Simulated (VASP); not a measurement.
AsO, 2 atoms in the cell. Symmetry: Pm-3m, No. 221, cubic system. Conventional cell: a = 2.904 Å, b = 2.904 Å, c = 2.904 Å, α = 90.00°, β = 90.00°, γ = 90.00°. As (site symmetry m-3m) has 8 O at 2.51 Å and 6 As at 2.90 Å within 3.3 Å. O (site symmetry m-3m) has 8 As at 2.51 Å and 6 O at 2.90 Å within 3.3 Å. The cell was generated, and may not be a known phase.

* Program: VASP 6.6.1
* Task: single point
* Functional: PBE
* Potentials or basis: VASP PAW PBE potentials, release 64 (As, O)
* Cutoff: 520 eV
* k mesh: 6 × 6 × 6
* Occupations: gaussian, width 0.1 eV
* Spin: no spin polarisation
* Dipole correction: no
* Further INCAR settings: ALGO = Normal; EDIFF = 1e-06; NBANDS = 12

Potentials or basis: VASP PAW PBE potentials, release 64 (As, O).

Command:

```bash
$ cat potpaw_PBE.64/As/POTCAR potpaw_PBE.64/O/POTCAR > POTCAR
$ mpirun -np 1 vasp_std > vasp.out
```

Hardware: 1 thread of Intel Xeon 8259CL (shared host).

Problem. Estimate the wall time of this run.

Solution. Wall time 7.8 s on 1 thread of Intel Xeon 8259CL, with other jobs on the host, peak memory 0.14 GiB. Counts: scf iterations 13, k points 20.
